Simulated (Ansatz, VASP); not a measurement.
Zr: VASP beside Ansatz

The input INCAR:

```
  ALGO = Normal
  EDIFF = 1E-7
  ENCUT = 520
  GGA = PS
  ISIF = 2
  ISMEAR = -1
  LASPH = T
  LCHARG = T
  LELF = T
  LREAL = F
  LVHAR = T
  LWAVE = F
  NBANDS = 12
  NELM = 60
  PREC = Accurate
  SIGMA = 0.1
```

KPOINTS

```
k-points
0
Gamma
  13 13 13
```

Contents of POSCAR:

```
Zr
1.0
    2.6213039777      0.0000000000      0.0000000000
    0.0000000000      2.6213039777      0.0000000000
    0.0000000000      0.0000000000      2.6213039777
Zr
1
Direct
    0.0000000000      0.0000000000      0.0000000000
```

Input for Ansatz:

```yaml
crystal:
  lattice:
    - [2.6213039777, 0.0, 0.0]
    - [0.0, 2.6213039777, 0.0]
    - [0.0, 0.0, 2.6213039777]
  atoms:
    - { symbol: Zr, position: [0.0, 0.0, 0.0] }
kpoints:
  mp_grid: { grid: [13, 13, 13] }
scf:
  occupations: { method: fermi_dirac, width: 0.1 }
hamiltonian:
  xc: pbesol
  pseudopotentials: { kind: all_electron, lapw: { basis_error: 0.001 } }
output:
  forces: true
  stress: true
  eigenvalues: true
  populations: true
```

Change from the starting cell: volume scaled by 0.76, LAPW.

Alike in both runs: task single point; functional PBEsol; k mesh 13 × 13 × 13; occupations fermi-dirac, width 0.1 eV; no spin polarisation.

|  | VASP | Ansatz |
| --- | --- | --- |
| version | VASP 6.6.1 | Ansatz 0.2.0 |
| potentials or method | VASP PAW PBE potentials, release 64 (Zr_sv), cutoff 520 eV | all-electron LAPW, scalar-relativistic |

```tsv
	VASP	Ansatz	Ansatz less VASP
pressure (GPa)	32.7	32.3	-0.36
```

VASP's potentials were made for PBE, not for PBEsol. Both programs put the cell under a high pressure, so it lies far from rest at this level. Ansatz ran all-electron here, and VASP with PAW potentials.
